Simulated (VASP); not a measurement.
Set up this calculation in VASP 6.6.1, as the native input.

```
Task                   : single point
Functional             : PBE
Potentials or basis    : VASP PAW PBE potentials, release 64 (Cu, I)
Cutoff                 : 600 eV
k mesh                 : 2 × 2 × 2
Occupations            : gaussian, width 0.01 eV
Spin                   : no spin polarisation
Dipole correction      : no
Further INCAR settings : ALGO = Normal; EDIFF = 1e-06; NBANDS = 16
```

The structure of CuI lies in POSCAR:

```
CuI
1.0
    0.0000000000      3.0260000000      3.0260000000
    3.0260000000      0.0000000000      3.0260000000
    3.0260000000      3.0260000000      0.0000000000
Cu I
1 1
Direct
    0.0000000000      0.0000000000      0.0000000000
    0.2500000000      0.2500000000      0.2500000000
```

The input as run:

INCAR

```
SYSTEM = CuI
PREC     = Accurate       ! precision mode
ENCUT    = 600            ! plane-wave cutoff, eV
EDIFF    = 1E-6           ! SCF threshold, eV
ISMEAR   = 0              ! smearing method
SIGMA    = 0.01           ! smearing width, eV
LREAL    = .False.        ! projectors in reciprocal space
LASPH    = .True.         ! aspherical terms in the spheres
NELM     = 120            ! most SCF steps
ALGO     = Normal         ! electronic algorithm
ISIF     = 2              ! what is computed and relaxed
LWAVE    = .False.        ! write WAVECAR
LCHARG   = .True.         ! write CHGCAR
GGA      = PE             ! functional
LELF     = .True.         ! ELF
LVHAR    = .True.       
NBANDS   = 16             ! bands
GGA_COMPAT= .False.
```

KPOINTS

```
Automatic mesh
0
Gamma
  2 2 2
  0 0 0
```

Potentials or basis: VASP PAW PBE potentials, release 64 (Cu, I).

Command:

```sh
$ cat potpaw_PBE.64/Cu/POTCAR potpaw_PBE.64/I/POTCAR > POTCAR
$ mpirun -np 1 vasp_std > vasp.out
```

It gave:

The pressure is 5.3 GPa and the band gap on the k mesh is 1.21 eV, direct.

Caveat: the k points lie up to 0.90 Å⁻¹ apart; spin-orbit coupling is left out, which moves the levels of the heavy elements.

It took 9.3 s on 1 thread of AMD EPYC 7R43 64-Core Processor (Zen 3) (shared host), peak memory 0.16 GiB.
